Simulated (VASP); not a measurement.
# BN (P6_3mc) in VASP: further runs, part 2 of 3

VASP 6.6.1. The steps go on from the part before.

## 3. Relaxation of cell and atoms, PBEsol

INCAR

```
SYSTEM = BN
PREC = Accurate
ENCUT = 600
EDIFF = 1E-6
ISMEAR = -1
SIGMA = 0.02
LREAL = .FALSE.
LASPH = .TRUE.
NELM = 80
ALGO = Normal
ISIF = 3
LWAVE = .FALSE.
LCHARG = .FALSE.
GGA = PS
IBRION = 2
NSW = 80
EDIFFG = -0.01
```

KPOINTS

```
regular mesh
0
G
  12 12 6
  0 0 0
```

POSCAR

```
BN
1.0
    2.5360000000      0.0000000000      0.0000000000
   -1.2680000000      2.1962404200      0.0000000000
    0.0000000000      0.0000000000      4.1990000000
B N
2 2
Direct
    0.6666666700      0.3333333300      0.0000000000
    0.3333333300      0.6666666700      0.5000000000
    0.6666666700      0.3333333300      0.3750000000
    0.3333333300      0.6666666700      0.8750000000
```

Potentials or basis: VASP PAW PBE potentials, release 64 (B, N).

Started as:

```console
> cat potpaw_PBE.64/B/POTCAR potpaw_PBE.64/N/POTCAR > POTCAR
> mpirun -np 1 vasp_std > vasp.out
```

OUTCAR:

```text
SYSTEM = BN
   PREC = Accurate
   ENCUT = 600
   EDIFF = 1E-6
   ISMEAR = -1
   LREAL = .FALSE.
   LASPH = .TRUE.
   NELM = 80
   ISIF = 3
   GGA = PS
   IBRION = 2
   NSW = 80
   EDIFFG = -0.01

 ion  position               nearest neighbor table
   1  0.667  0.333  0.000-   4 1.56   4 1.56   4 1.56   3 1.57
   2  0.333  0.667  0.500-   3 1.56   3 1.56   3 1.56   4 1.57
   3  0.667  0.333  0.375-   2 1.56   2 1.56   2 1.56   1 1.57
   4  0.333  0.667  0.875-   1 1.56   1 1.56   1 1.56   2 1.57

  LATTYP: Found a hexagonal cell.
 ALAT       =     2.5360000000
 C/A-ratio  =     1.6557570978

  Lattice vectors:

 A1 = (   2.5360000000,   0.0000000000,   0.0000000000)
 A2 = (  -1.2680000000,   2.1962404200,   0.0000000000)
 A3 = (   0.0000000000,   0.0000000000,   4.1990000000)

Analysis of symmetry for initial positions (statically):
=====================================================================
 Subroutine PRICEL returns:
 Original cell was already a primitive cell.

 Routine SETGRP: Setting up the symmetry group for a
 hexagonal supercell.

 Subroutine GETGRP returns: Found 12 space group operations
 (whereof  6 operations were pure point group operations)
 out of a pool of 24 trial point group operations.

The static configuration has the point symmetry C_3v.
 The point group associated with its full space group is C_6v.

Analysis of symmetry for dynamics (positions and initial velocities):
=====================================================================
 Subroutine PRICEL returns:
 Original cell was already a primitive cell.

 Routine SETGRP: Setting up the symmetry group for a
 hexagonal supercell.

 Subroutine GETGRP returns: Found 12 space group operations
 (whereof  6 operations were pure point group operations)
 out of a pool of 24 trial point group operations.

The dynamic configuration has the point symmetry C_3v.
 The point group associated with its full space group is C_6v.

 Subroutine INISYM returns: Found 12 space group operations
 (whereof  6 operations are pure point group operations),
 and found     1 'primitive' translations

----------------------------------------------------------------------------------------

                                     Primitive cell

  volume of cell :      23.3870

  direct lattice vectors                    reciprocal lattice vectors
     2.536000000  0.000000000  0.000000000     0.394321767  0.227661778  0.000000000
    -1.268000000  2.196240420  0.000000000     0.000000000  0.455323557  0.000000000
     0.000000000  0.000000000  4.199000000     0.000000000  0.000000000  0.238151941

  length of vectors
     2.536000000  2.535999997  4.199000000     0.455323556  0.455323557  0.238151941

  position of ions in fractional coordinates (direct lattice)
     0.666666670  0.333333330  0.000000000
     0.333333330  0.666666670  0.500000000
     0.666666670  0.333333330  0.375000000
     0.333333330  0.666666670  0.875000000

  ion indices of the primitive-cell ions
   primitive index   ion index
                 1           1
                 2           2
                 3           3
[... 56 lines left out ...]
   number of dos      NEDOS =    301   number of ions     NIONS =      4
   total plane-waves  NPLWV =  14400
   dimension x,y,z NGX =    20 NGY =   20 NGZ =   36
   dimension x,y,z NGXF=    40 NGYF=   40 NGZF=   72
   ions per type =               2   2
   NGX,Y,Z   is equivalent  to a cutoff of  13.11, 13.11, 14.25 a.u.
   NGXF,Y,Z  is equivalent  to a cutoff of  26.22, 26.22, 28.51 a.u.
 SYSTEM =  BN
   PREC   = accura    normal or accurate (medium, high low for compatibility)
   ISTART =      0    job   : 0-new  1-cont  2-samecut
   ICHARG =      2    charge: 1-file 2-atom 10-const
   ISPIN  =      1    spin polarized calculation?
   LNONCOLLINEAR =      F non collinear calculations
   LSORBIT =      F    spin-orbit coupling
   LASPH  =      T    aspherical Exc in radial PAW
   ENCUT  =  600.0 eV  44.10 Ry    6.64 a.u.   5.07  5.07  8.39*2*pi/ulx,y,z
   NELM   =     80;   NELMIN=  2; NELMDL= -5     # of ELM steps
   EDIFF  = 0.1E-05   stopping-criterion for ELM
   LREAL  =      F    real-space projection
   EDIFFG = -.1E-01   stopping-criterion for IOM
   NSW    =     80    number of steps for IOM
   IBRION =      2    ionic relax: 0-MD 1-quasi-New 2-CG
   NFREE  =      1    steps in history (QN), initial steepest desc. (CG)
   ISIF   =      3    stress and relaxation
   ISYM   =      2    0-nonsym 1-usesym 2-fastsym
   POTIM  = 0.5000    time-step for ionic-motion
   TEBEG  =    0.0;   TEEND  =   0.0 temperature during run
   PSTRESS=    0.0 pullay stress
   NELECT =      16.0000    total number of electrons
   NUPDOWN=      -1.0000    fix difference up-down
   EMIN   =  10.00;   EMAX   =-10.00  energy-range for DOS
   EFERMI =   0.00;   METHOD = LEGACY
   ISMEAR =    -1;   SIGMA  =   0.02  broadening in eV -4-tet -1-fermi 0-gaus
   EFERMI_NEDOS =   21; number of points for ismear=-14 and -15
   IALGO  =     38    algorithm
   IMIX   =      4    mixing-type and parameters
     AMIX     =   0.40;   BMIX     =  1.00
     AMIX_MAG =   1.60;   BMIX_MAG =  1.00
  volume/ion in A,a.u.               =       5.85        39.46
  Fermi-wavevector in a.u.,A,eV,Ry     =   1.442524  2.725976 28.312044  2.080877
  Thomas-Fermi vector in A             =   2.561035
   LORBIT       =      0    0 simple, 1 ext, 2 COOP (PROOUT), +10 PAW based schemes
   GGA     = PS    functional components
   LHFCALC =     F    Hartree Fock is set to
   AEXX    =    0.0000 exact exchange contribution
   IVDW    =     0    specifies the selected vdW correction
   LEPSILON=     F    determine dielectric tensor
   LRPA    =     F    only Hartree local field effects (RPA)
 conjugate gradient relaxation of ions
 non-spin polarized calculation
  energy-cutoff  :      600.00
  volume of cell :       23.39
 maximum number of plane-waves:       801
   NGX = 11   NGY = 11   NGZ = 17

--------------------------------------- Ionic step        1  -------------------------------------------

 number of electron      16.0000003 magnetization

 Free energy of the ion-electron system (eV)
  ---------------------------------------------------
  ext. energy  EPLUGINS =         0.00000000
  ---------------------------------------------------
  free energy    TOTEN  =       -36.63193499 eV

  energy without entropy =      -36.63193499  energy(sigma->0) =      -36.63193499

------------------------ aborting loop because EDIFF is reached ----------------------------------------

  FORCE on cell =-STRESS in cart. coord.  units (eV):
  Direction    XX          YY          ZZ          XY          YZ          ZX
  --------------------------------------------------------------------------------------
  -------------------------------------------------------------------------------------
  Total        0.3854669      0.3854669      0.2293433      0.0000000      0.0000000      0.0000000
  in kB       26.4072224     26.4072223     15.7116464      0.0000000      0.0000000      0.0000000
  external PRESSURE =      22.8420304 kB  Pullay stress =       0.0000000 kB
[... 139 lines left out ...]
--------------------------------------- Ionic step        5  -------------------------------------------

 number of electron      16.0000003 magnetization

 Free energy of the ion-electron system (eV)
  ---------------------------------------------------
  ext. energy  EPLUGINS =         0.00000000
  ---------------------------------------------------
  free energy    TOTEN  =       -36.63308602 eV

  energy without entropy =      -36.63308602  energy(sigma->0) =      -36.63308602

 E-fermi :   7.9718     XC(G=0): -13.0268

 val. band max:        7.5724859938   @ k =   0.0000   0.0000   0.0000
 cond. band min:      12.5262179931   @ k =   0.3333   0.3333   0.0000
 fundamental gap:      4.9537319992
 Fermi energy:         7.9717502664

 k-point     1 :       0.0000    0.0000    0.0000
  band No.  band energies     occupation
      1     -12.9062      2.00000
      2      -8.6824      2.00000
      3      -3.4798      2.00000
      4       5.4268      2.00000
      5       5.4268      2.00000
      6       7.2962      2.00000
      7       7.5725      2.00000
      8       7.5725      2.00000
      9      15.8978      0.00000
     10      15.8978      0.00000
     11      16.1378      0.00000
     12      17.1009      0.00000
[... 331 lines left out ...]
 k-point    24 :       0.3333    0.0000    0.1667
  band No.  band energies     occupation
      1     -10.4347      2.00000
      2      -7.6245      2.00000
      3      -1.3411      2.00000
      4       0.1220      2.00000
      5       1.5541      2.00000
      6       3.2260      2.00000
      7       5.0451      2.00000
      8       5.6477      2.00000
      9      14.3270      0.00000
     10      15.7892      0.00000
     11      18.4572      0.00000
     12      18.5380      0.00000

 [... further k-points ...]
[... 5 lines left out ...]
  --------------------------------------------------------------------------------------
  -------------------------------------------------------------------------------------
  Total       -0.0215488     -0.0215488     -0.0127125      0.0000000      0.0000000     -0.0000000
  in kB       -1.4672157     -1.4672157     -0.8655652      0.0000000      0.0000000     -0.0000000
  external PRESSURE =      -1.2666656 kB  Pullay stress =       0.0000000 kB
[... 19 lines left out ...]
  FREE ENERGIE OF THE ION-ELECTRON SYSTEM (eV)
  ---------------------------------------------------
  free  energy   TOTEN  =       -36.6330860238 eV

  energy  without entropy=      -36.6330860238  energy(sigma->0) =      -36.63308602

 reached required accuracy - stopping structural energy minimisation
```

OSZICAR:

```text
N       E                     dE             d eps       ncg     rms          rms(c)
DAV:   1     0.592880025943E+02    0.59288E+02   -0.95498E+03  1824   0.146E+03
DAV:   2    -0.356262521354E+02   -0.94914E+02   -0.88585E+02  2588   0.314E+02
DAV:   3    -0.385511632555E+02   -0.29249E+01   -0.29096E+01  2420   0.538E+01
[... 30 lines left out ...]
       N       E                     dE             d eps       ncg     rms          rms(c)
DAV:   1    -0.366330898392E+02   -0.28938E-05   -0.23831E-03  2016   0.478E-01    0.168E-02
DAV:   2    -0.366330871372E+02    0.27020E-05   -0.36331E-05  2304   0.621E-02    0.821E-03
DAV:   3    -0.366330861325E+02    0.10047E-05   -0.23602E-06  1656   0.155E-02    0.254E-03
DAV:   4    -0.366330860238E+02    0.10871E-06   -0.27214E-07  1108   0.900E-03
   5 F= -.36633086E+02 E0= -.36633086E+02  d E =0.457054E-06
```

Run time: 37 s. Hardware: 1 thread of Intel Xeon Platinum 8488C (Sapphire Rapids), shared host; peak memory 0.15 GiB.

Results:

| Property | Result |
| --- | --- |
| Free energy | -36.6331 eV |
| Relaxed volume | 5.88 Å³/atom |
| Relaxed cell | a = 2.542 Å, b = 2.542 Å, c = 4.205 Å, α = 90.00°, β = 90.00°, γ = 120.00° |
| Space group after relaxing (to 0.05 Å) | P6_3mc (No. 186) |
| Energy gained by relaxing | 0.3 meV/atom |
| Ionic steps | 5 |
| Pressure after relaxing | -0.1 GPa |
| Largest force after relaxing | 0.010 eV/Å |
| Band gap on the k mesh | 4.95 eV, indirect (least direct gap 8.22 eV) |

Forces in eV/Å, atoms in the order of the input:
```
B    0.000  0.000  0.010
B    0.000  0.000  0.010
N    0.000  0.000 -0.010
N    0.000  0.000 -0.010
```

Step by step:
```csv
step,energy change (eV),largest force (eV/Å),pressure (GPa),volume (Å³)
1,0.0000,0.0626,2.28,23.39
2,0.0004,0.0943,-2.45,23.67
3,-0.0012,0.0113,0.07,23.52
4,-0.0012,0.0128,0.03,23.52
5,-0.0012,0.0098,-0.13,23.53
```

Final structure:
```cif
data_structure
_symmetry_space_group_name_H-M 'P 1'
_symmetry_Int_Tables_number 1
_cell_length_a 2.5421
_cell_length_b 2.5421
_cell_length_c 4.2045
_cell_angle_alpha 90.000
_cell_angle_beta 90.000
_cell_angle_gamma 120.000
_cell_volume 23.53
loop_
_atom_site_label
_atom_site_type_symbol
_atom_site_fract_x
_atom_site_fract_y
_atom_site_fract_z
_atom_site_occupancy
B1 B 0.66667 0.33333 0.00023 1
B2 B 0.33333 0.66667 0.50023 1
N1 N 0.66667 0.33333 0.37477 1
N2 N 0.33333 0.66667 0.87477 1
```

Levels at points of the mesh, in eV from the valence-band top:
| k point | band 4 | band 5 | band 6 | band 7 | band 8 | band 9 | band 10 | band 11 | band 12 |
| --- | --- | --- | --- | --- | --- | --- | --- | --- | --- |
| (0.00, 0.00, 0.00) | -2.15 | -2.15 | -0.28 | 0.00 | 0.00 | 8.33 | 8.33 | 8.57 | 9.53 |
| (0.50, 0.00, 0.00) | -7.87 | -6.98 | -5.04 | -4.50 | -2.13 | 6.57 | 7.82 | 10.55 | 11.42 |
| (0.00, 0.00, 0.50) | -5.77 | -1.19 | -1.19 | -1.19 | -1.19 | 9.46 | 9.46 | 9.89 | 9.89 |
| (0.50, 0.00, 0.50) | -10.13 | -3.81 | -3.81 | -3.61 | -3.61 | 6.46 | 6.46 | 9.96 | 9.96 |

Caveat: the PAW data sets were made with another functional, which shifts forces and pressure a little.

(Part 2 of 3 ends here.)
